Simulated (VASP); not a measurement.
# Pt (Fm-3m) in VASP: further runs

Pt is run at these levels: PBEsol; tasks: single point.

Everything below comes from runs of VASP 6.6.1. Logs are shortened: lines on timing, memory, paths and dates and some standing lists are left out, and cuts for length are marked.

## 1. The cell of the first run

The structure is cubic, space group Fm-3m (No. 225). Conventional cell: a = 3.908 Å, b = 3.908 Å, c = 3.908 Å, α = 90.00°, β = 90.00°, γ = 90.00°. Within 3.6 Å of Pt (site symmetry m-3m) lie 12 Pt at 2.76 Å.

## 2. Single point, PBEsol

Input file INCAR:

```
PREC = Accurate
ENCUT = 520
EDIFF = 1E-6
ISMEAR = -1
SIGMA = 0.15
LREAL = F
LASPH = T
NELM = 60
ALGO = Normal
ISIF = 2
LWAVE = F
LCHARG = F
GGA = PS
NBANDS = 11
```

Input file KPOINTS:

```
Automatic mesh
0
Gamma
  20 20 20
```

Input file POSCAR:

```
Pt
1.0
    0.0000000000      1.9541458923      1.9541458923
    1.9541458923      0.0000000000      1.9541458923
    1.9541458923      1.9541458923      0.0000000000
Pt
1
Direct
    0.0000000000      0.0000000000      0.0000000000
```

Potentials or basis: VASP PAW PBE potentials, release 64 (Pt).

Command:

```sh
$ cat potpaw_PBE.64/Pt/POTCAR > POTCAR
$ mpirun -np 1 vasp_std > vasp.out
```

OUTCAR:

```text
PREC = Accurate
   ENCUT = 520
   EDIFF = 1E-6
   ISMEAR = -1
   LREAL = F
   LASPH = T
   NELM = 60
   ISIF = 2
   GGA = PS

 ion  position               nearest neighbor table
   1  0.000  0.000  0.000-

  LATTYP: Found a face centered cubic cell.
 ALAT       =     3.9082917846

  Lattice vectors:

 A1 = (   0.0000000000,   1.9541458923,   1.9541458923)
 A2 = (   1.9541458923,   0.0000000000,   1.9541458923)
 A3 = (   1.9541458923,   1.9541458923,   0.0000000000)

Analysis of symmetry for initial positions (statically):
=====================================================================
 Subroutine PRICEL returns:
 Original cell was already a primitive cell.

 Routine SETGRP: Setting up the symmetry group for a
 face centered cubic supercell.

 Subroutine GETGRP returns: Found 48 space group operations
 (whereof 48 operations were pure point group operations)
 out of a pool of 48 trial point group operations.

The static configuration has the point symmetry O_h .

Analysis of symmetry for dynamics (positions and initial velocities):
=====================================================================
 Subroutine PRICEL returns:
 Original cell was already a primitive cell.

 Routine SETGRP: Setting up the symmetry group for a
 face centered cubic supercell.

 Subroutine GETGRP returns: Found 48 space group operations
 (whereof 48 operations were pure point group operations)
 out of a pool of 48 trial point group operations.

The dynamic configuration has the point symmetry O_h .

 Subroutine INISYM returns: Found 48 space group operations
 (whereof 48 operations are pure point group operations),
 and found     1 'primitive' translations

----------------------------------------------------------------------------------------

                                     Primitive cell

  volume of cell :      14.9245

  direct lattice vectors                    reciprocal lattice vectors
     0.000000000  1.954145892  1.954145892    -0.255866260  0.255866260  0.255866260
     1.954145892  0.000000000  1.954145892     0.255866260 -0.255866260  0.255866260
     1.954145892  1.954145892  0.000000000     0.255866260  0.255866260 -0.255866260

  length of vectors
     2.763579624  2.763579624  2.763579624     0.443173361  0.443173361  0.443173361

  position of ions in fractional coordinates (direct lattice)
     0.000000000  0.000000000  0.000000000

  ion indices of the primitive-cell ions
   primitive index   ion index
                 1           1

----------------------------------------------------------------------------------------

 KPOINTS: Automatic mesh

Automatic generation of k-mesh.
 Grid dimensions read from file:
 generate k-points for:   20   20   20

 Generating k-lattice:

  Cartesian coordinates                     Fractional coordinates (reciprocal lattice)
    -0.012793313  0.012793313  0.012793313     0.050000000  0.000000000  0.000000000
     0.012793313 -0.012793313  0.012793313     0.000000000  0.050000000  0.000000000
     0.012793313  0.012793313 -0.012793313     0.000000000  0.000000000  0.050000000

  Length of vectors
     0.022158668  0.022158668  0.022158668

  Shift w.r.t. Gamma in fractional coordinates (k-lattice)
     0.000000000  0.000000000  0.000000000

 Subroutine IBZKPT returns following result:
 ===========================================

 Found    256 irreducible k-points:

 Following reciprocal coordinates:
            Coordinates               Weight
  0.000000  0.000000  0.000000      1.000000
  0.050000  0.000000  0.000000      8.000000
  0.100000  0.000000  0.000000      8.000000
  0.150000  0.000000  0.000000      8.000000
  0.200000  0.000000  0.000000      8.000000
  0.250000  0.000000  0.000000      8.000000
[... 16 lines left out ...]
 -0.400000  0.050000  0.000000     24.000000
 -0.350000  0.050000  0.000000     24.000000
 [... further k-points ...]
   k-points           NKPTS =    256   k-points in BZ     NKDIM =    256   number of bands    NBANDS=     11
   number of dos      NEDOS =    301   number of ions     NIONS =      1
   total plane-waves  NPLWV =  13824
   dimension x,y,z NGX =    24 NGY =   24 NGZ =   24
   dimension x,y,z NGXF=    48 NGYF=   48 NGZF=   48
   ions per type =               1
   NGX,Y,Z   is equivalent  to a cutoff of  14.44, 14.44, 14.44 a.u.
   NGXF,Y,Z  is equivalent  to a cutoff of  28.87, 28.87, 28.87 a.u.
 SYSTEM =  unknown system
   PREC   = accura    normal or accurate (medium, high low for compatibility)
   ISTART =      0    job   : 0-new  1-cont  2-samecut
   ICHARG =      2    charge: 1-file 2-atom 10-const
   ISPIN  =      1    spin polarized calculation?
   LNONCOLLINEAR =      F non collinear calculations
   LSORBIT =      F    spin-orbit coupling
   LASPH  =      T    aspherical Exc in radial PAW
   ENCUT  =  520.0 eV  38.22 Ry    6.18 a.u.   5.14  5.14  5.14*2*pi/ulx,y,z
   NELM   =     60;   NELMIN=  2; NELMDL= -5     # of ELM steps
   EDIFF  = 0.1E-05   stopping-criterion for ELM
   LREAL  =      F    real-space projection
   EDIFFG = 0.1E-04   stopping-criterion for IOM
   NSW    =      0    number of steps for IOM
   IBRION =     -1    ionic relax: 0-MD 1-quasi-New 2-CG
   NFREE  =      0    steps in history (QN), initial steepest desc. (CG)
   ISIF   =      2    stress and relaxation
   ISYM   =      2    0-nonsym 1-usesym 2-fastsym
   POTIM  = 0.5000    time-step for ionic-motion
   TEBEG  =    0.0;   TEEND  =   0.0 temperature during run
   PSTRESS=    0.0 pullay stress
   NELECT =      10.0000    total number of electrons
   NUPDOWN=      -1.0000    fix difference up-down
   EMIN   =  10.00;   EMAX   =-10.00  energy-range for DOS
   EFERMI =   0.00;   METHOD = LEGACY
   ISMEAR =    -1;   SIGMA  =   0.15  broadening in eV -4-tet -1-fermi 0-gaus
   EFERMI_NEDOS =   21; number of points for ismear=-14 and -15
   IALGO  =     38    algorithm
   IMIX   =      4    mixing-type and parameters
     AMIX     =   0.40;   BMIX     =  1.00
     AMIX_MAG =   1.60;   BMIX_MAG =  1.00
  volume/ion in A,a.u.               =      14.92       100.72
  Fermi-wavevector in a.u.,A,eV,Ry     =   1.432544  2.707115 27.921620  2.052181
  Thomas-Fermi vector in A             =   2.552160
   LORBIT       =      0    0 simple, 1 ext, 2 COOP (PROOUT), +10 PAW based schemes
   GGA     = PS    functional components
   LHFCALC =     F    Hartree Fock is set to
   AEXX    =    0.0000 exact exchange contribution
   IVDW    =     0    specifies the selected vdW correction
   LEPSILON=     F    determine dielectric tensor
   LRPA    =     F    only Hartree local field effects (RPA)
 non-spin polarized calculation
  energy-cutoff  :      520.00
  volume of cell :       14.92
 maximum number of plane-waves:       415
 NGX is ok and might be reduce to    24
   NGX = 11   NGY = 11   NGZ = 11

 number of electron      10.0000000 magnetization

 number of electron       9.9999999 magnetization

 Free energy of the ion-electron system (eV)
  ---------------------------------------------------
  ext. energy  EPLUGINS =         0.00000000
  ---------------------------------------------------
  free energy    TOTEN  =        -7.02344246 eV

  energy without entropy =       -6.91523631  energy(sigma->0) =       -6.96933939

 E-fermi :  11.3255     XC(G=0): -13.6898

 val. band max:       11.3217358150   @ k =  -0.4500   0.2500   0.0500
 cond. band min:      11.3332182499   @ k =   0.4000   0.3500   0.0000
 fundamental gap:      0.0114824348
 Fermi energy:        11.3255172815

 k-point     1 :       0.0000    0.0000    0.0000
  band No.  band energies     occupation
      1       0.8841      2.00000
      2       7.4318      2.00000
      3       7.4318      2.00000
      4       7.4318      2.00000
      5       9.6460      1.99997
      6       9.6460      1.99997
      7      25.8944      0.00000
      8      30.9082      0.00000
      9      30.9082      0.00000
     10      30.9082      0.00000
     11      36.2437      0.00000

 k-point     2 :       0.0500    0.0000    0.0000
  band No.  band energies     occupation
      1       0.9862      2.00000
      2       7.3847      2.00000
      3       7.4731      2.00000
      4       7.4731      2.00000
      5       9.6220      1.99998
      6       9.6220      1.99998
      7      26.0562      0.00000
      8      30.3484      0.00000
      9      31.0665      0.00000
     10      31.0665      0.00000
     11      36.8698      0.00000

 k-point     3 :       0.1000    0.0000    0.0000
  band No.  band energies     occupation
      1       1.2851      2.00000
      2       7.2598      2.00000
      3       7.5848      2.00000
      4       7.5848      2.00000
      5       9.5664      1.99998
      6       9.5664      1.99998
      7      26.5068      0.00000
      8      29.1293      0.00000
      9      31.5299      0.00000
     10      31.5299      0.00000
     11      37.8848      0.00000

 k-point     4 :       0.1500    0.0000    0.0000
  band No.  band energies     occupation
      1       1.7558      2.00000
      2       7.1046      2.00000
      3       7.7248      2.00000
      4       7.7248      2.00000
      5       9.5300      1.99999
      6       9.5300      1.99999
      7      27.1243      0.00000
      8      27.7133      0.00000
      9      32.2619      0.00000
     10      32.2619      0.00000
     11      36.8845      0.00000
[... 239 lines left out ...]
 k-point    22 :      -0.4500    0.0500    0.0000
  band No.  band energies     occupation
      1       3.9032      2.00000
      2       7.3195      2.00000
      3       7.4418      2.00000
      4       9.9331      1.99981
      5      11.2253      1.32207
      6      11.9906      0.02346
      7      17.4482      0.00000
      8      25.6481      0.00000
      9      29.9746      0.00000
     10      30.5114      0.00000
     11      39.3593      0.00000

 k-point    23 :      -0.4000    0.0500    0.0000
  band No.  band energies     occupation
      1       3.8974      2.00000
      2       7.3935      2.00000
      3       7.4964      2.00000
      4       9.2655      2.00000
      5      10.9229      1.87216
      6      11.6091      0.26230
      7      18.7138      0.00000
      8      25.9080      0.00000
      9      30.2571      0.00000
     10      31.3032      0.00000
     11      38.2469      0.00000

 k-point    24 :      -0.3500    0.0500    0.0000
  band No.  band energies     occupation
      1       3.8394      2.00000
      2       7.5084      2.00000
      3       7.5986      2.00000
      4       8.3375      2.00000
      5      10.5054      1.99159
      6      11.1693      1.47818
      7      20.4480      0.00000
      8      26.3834      0.00000
      9      30.9123      0.00000
     10      32.5042      0.00000
     11      36.7414      0.00000

 [... further k-points ...]
[... 5 lines left out ...]
  --------------------------------------------------------------------------------------
  -------------------------------------------------------------------------------------
  Total        0.2413740      0.2413740      0.2413740      0.0000000      0.0000000     -0.0000000
  in kB       25.9119521     25.9119521     25.9119521      0.0000000      0.0000000     -0.0000000
  external PRESSURE =      25.9119521 kB  Pullay stress =       0.0000000 kB

 VOLUME and BASIS-vectors are now :
 -----------------------------------------------------------------------------
  energy-cutoff  :      520.00
  volume of cell :       14.92
      direct lattice vectors                 reciprocal lattice vectors
     0.000000000  1.954145892  1.954145892    -0.255866260  0.255866260  0.255866260
     1.954145892  0.000000000  1.954145892     0.255866260 -0.255866260  0.255866260
     1.954145892  1.954145892  0.000000000     0.255866260  0.255866260 -0.255866260

 POSITION                                       TOTAL-FORCE (eV/Angst)
 -----------------------------------------------------------------------------------
      0.00000      0.00000      0.00000         0.000000      0.000000      0.000000
 -----------------------------------------------------------------------------------
    total drift:                               -0.000000      0.000000     -0.000000

  FREE ENERGIE OF THE ION-ELECTRON SYSTEM (eV)
  ---------------------------------------------------
  free  energy   TOTEN  =        -7.0234424573 eV

  energy  without entropy=       -6.9152363149  energy(sigma->0) =       -6.96933939
```

Run time: 12 s. Hardware: 1 thread of Intel Xeon 6975P-C (Granite Rapids), shared host; peak memory 0.17 GiB.

Results:

```
Free energy            : -7.0234 eV
Pressure               : 2.6 GPa
Band gap on the k mesh : zero (band 5 reaches 11.81 eV, above the bottom of band 6 at 9.53 eV)
```

Caveat: the PAW data sets were made with another functional, which shifts forces and pressure a little; spin-orbit coupling is left out, which moves the levels of the heavy elements.

## 3. Single point, PBEsol (volume scaled by 0.98)

Input file INCAR:

```
SYSTEM = Pt
  PREC = Accurate
  ENCUT = 520
  EDIFF = 1E-6
  ISMEAR = -1
  SIGMA = 0.15
  LREAL = .False.
  LASPH = .True.
  NELM = 100
  ALGO = Fast
  ISIF = 2
  LWAVE = .False.
  LCHARG = .False.
  GGA = PS
  NBANDS = 11
```

Input file KPOINTS:

```
Automatic mesh
0
Gamma
  20 20 20
  0 0 0
```

Input file POSCAR:

```
Pt
1.0
    0.0000000000      1.9477393959      1.9477393959
    1.9477393959      0.0000000000      1.9477393959
    1.9477393959      1.9477393959      0.0000000000
Pt
1
Direct
    0.0000000000      0.0000000000      0.0000000000
```

Potentials or basis: VASP PAW PBE potentials, release 64 (Pt).

Command:

```sh
$ cat potpaw_PBE.64/Pt/POTCAR > POTCAR
$ mpirun -np 1 vasp_std > vasp.out
```

Wall time 14 s (1 thread of Intel Xeon 6975P-C (Granite Rapids), shared host); peak memory 0.16 GiB.

Results (log left out):

- Free energy: -7.0196 eV
- Pressure: 5.6 GPa
- Band gap on the k mesh: zero (band 5 reaches 12.02 eV, above the bottom of band 6 at 9.69 eV)

Levels at points of the mesh, in eV from the Fermi level:
| k point | band 2 | band 3 | band 4 | band 5 | band 6 | band 7 | band 8 | band 9 |
| --- | --- | --- | --- | --- | --- | --- | --- | --- |
| (0.00, 0.00, 0.00) | -3.96 | -3.96 | -3.96 | -1.71 | -1.71 | 14.54 | 19.61 | 19.61 |
| (0.50, 0.00, 0.00) | -4.02 | -4.02 | -0.66 | 0.03 | 0.03 | 5.94 | 14.10 | 19.05 |
| (0.50, 0.50, 0.00) | -6.89 | 0.00 | 0.49 | 0.49 | 1.64 | 9.03 | 11.37 | 11.37 |

Caveat: the cell differs from its parent crystal (volume scaled by 0.98); the PAW data sets were made with another functional, which shifts forces and pressure a little; spin-orbit coupling is left out, which moves the levels of the heavy elements.

## 4. Single point, PBEsol

This run uses another cell than the first one, of 15.08 Å³/atom, 1.010 times its volume.

Input file INCAR:

```
PREC = Accurate
ENCUT = 520
EDIFF = 1E-7
ISMEAR = -1
SIGMA = 0.15
LREAL = False
LASPH = True
NELM = 80
ALGO = Normal
ISIF = 2
LWAVE = False
LCHARG = False
GGA = PS
NBANDS = 11
```

Input file KPOINTS:

```
regular mesh
0
Gamma
  20 20 20
```

Input file POSCAR:

```
Pt
1.0
    0.0000000000      1.9609001965      1.9609001965
    1.9609001965      0.0000000000      1.9609001965
    1.9609001965      1.9609001965      0.0000000000
Pt
1
Direct
    0.0000000000      0.0000000000      0.0000000000
```

Command:

```sh
$ cat potpaw_PBE.64/Pt/POTCAR > POTCAR
$ mpirun -np 1 vasp_std > vasp.out
```

Wall time 13 s (1 thread of Intel Xeon 6975P-C (Granite Rapids), shared host); peak memory 0.17 GiB.

It converged, with:

```yaml
Free_energy: -7.0246 eV
Pressure: -0.4 GPa
Band_gap_on_the_k_mesh: zero (band 5 reaches 11.60 eV, above the bottom of band 6 at 9.36 eV)
```

Levels at points of the mesh, in eV from the Fermi level:
```
           k point  band 2  band 3  band 4  band 5  band 6  band 7  band 8  band 9
(0.00, 0.00, 0.00)   -3.83   -3.83   -3.83   -1.65   -1.65   14.60   19.55   19.55
(0.50, 0.00, 0.00)   -3.89   -3.89   -0.58    0.02    0.02    5.78   14.15   18.92
(0.50, 0.50, 0.00)   -6.67   -0.01    0.47    0.47    1.68    8.80   11.31   11.31
```

Caveat: the PAW data sets were made with another functional, which shifts forces and pressure a little; spin-orbit coupling is left out, which moves the levels of the heavy elements.

## 5. Summary

```csv
cell,gap on the mesh (eV),pressure (GPa)
"a = 2.764 Å, angles 60.0°, 1 atom",none,2.6
"a = 2.755 Å, angles 60.0°, 1 atom",none,5.6
"a = 2.773 Å, angles 60.0°, 1 atom",none,-0.4
```

Alike in all rows: task single point; level PBEsol; potentials or basis VASP PAW PBE potentials, release 64 (Pt); no spin polarisation; k mesh 20 × 20 × 20; cutoff (eV) 520; smearing fermi-dirac 0.15 eV.

Caveats: the PAW data sets were made with another functional, which shifts forces and pressure a little; spin-orbit coupling is left out, which moves the levels of the heavy elements.

Total energies depend on the potentials used, so only differences within one code and one set of settings carry meaning.
